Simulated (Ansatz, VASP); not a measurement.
# Two plane-wave programs on SrCl2

```xyz
3
Lattice="2.4995 1.4431 4.0153 -2.4995 1.4431 4.0153 0.0000 -2.8861 4.0153" Properties=species:S:1:pos:R:3 pbc="T T T"
Sr    0.0000    0.0000    0.0000
Cl    0.0000    0.0000    3.0226
Cl    0.0000    0.0000    9.0233
```

Change from the starting cell: biaxial_xy strain +1.7%.

Alike in both runs: task single point; functional HSE06; k mesh 4 × 4 × 4; no spin polarisation.

```csv
,VASP,Ansatz
version,VASP 6.6.1,Ansatz 0.2.0
potentials or method,"VASP PAW PBE potentials, release 64 (Sr_sv, Cl)","plane waves, PAW"
plane-wave cutoff (eV),520,420
occupations,"gaussian, width 0.01 eV",fixed
valence electrons in the cell,24,24
```

```tsv
	VASP	Ansatz	Ansatz less VASP
gap on the k mesh at the Fermi level (eV)	6.52	6.53	+0.006
pressure (GPa)	-0.3	-0.3	-0.06
traceless stress, the component that is largest in VASP (GPa)	0.19	0.19	-0.005
```

Ansatz's warnings: stress exchange threshold loose, stress scf threshold loose.
